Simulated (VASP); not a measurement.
Input of a VASP 6.6.1 run:

INCAR

```
SYSTEM = ReB2
PREC     = Accurate       ! precision mode
ENCUT    = 600            ! plane-wave cutoff, eV
EDIFF    = 1E-7           ! SCF threshold, eV
ISMEAR   = 1              ! smearing method
SIGMA    = 0.3            ! smearing width, eV
LREAL    = .False.        ! projectors in reciprocal space
LASPH    = .True.         ! aspherical terms in the spheres
NELM     = 100            ! most SCF steps
ALGO     = Normal         ! electronic algorithm
ISIF     = 3              ! what is computed and relaxed
LWAVE    = .False.        ! write WAVECAR
LCHARG   = .False.        ! write CHGCAR
IBRION   = 2              ! ionic algorithm
NSW      = 100            ! ionic steps
EDIFFG   = -0.1           ! ionic threshold
ISYM     = 0            
PSTRESS  = 80.0
```

Contents of KPOINTS:

```
Automatic mesh
0
Gamma
  8 8 3
  0.5 0.5 0.5
```

POSCAR

```
ReB2
1.0
    2.9000000000      0.0000000000      0.0000000000
   -1.4500000000      2.5114736710      0.0000000000
    0.0000000000      0.0000000000      7.4780000000
Re B
2 4
Direct
    0.3333333333      0.6666666667      0.2500000000
    0.6666666667      0.3333333333      0.7500000000
    0.3333333333      0.6666666667      0.5480000000
    0.3333333333      0.6666666667      0.9520000000
    0.6666666667      0.3333333333      0.0480000000
    0.6666666667      0.3333333333      0.4520000000
```

Potentials or basis: VASP PAW LDA potentials, release 64 (Re, B).

Run with:

```bash
$ cat potpaw_LDA.64/Re/POTCAR potpaw_LDA.64/B/POTCAR > POTCAR
$ mpirun -np 1 vasp_std > vasp.out
```

(1) Estimate the space group after relaxing (to 0.1 Å).

(2) What does it give for the band gap on the k mesh?

(3) Predict the relaxed volume.

(4) Predict the relaxed cell.

Results:

(1) P6_3/mmc (No. 194).

(2) zero (bands 13 and 14 overlap by 2.93 eV).

(3) 8.71 Å³/atom.

(4) a = 2.855 Å, b = 2.855 Å, c = 7.403 Å, α = 90.00°, β = 90.00°, γ = 120.00°.

Caveat: the cell is relaxed towards a set pressure, so the run minimises the enthalpy, not the energy; so wide a smearing shifts energies and pressures; spin-orbit coupling is left out, which moves the levels of the heavy elements.
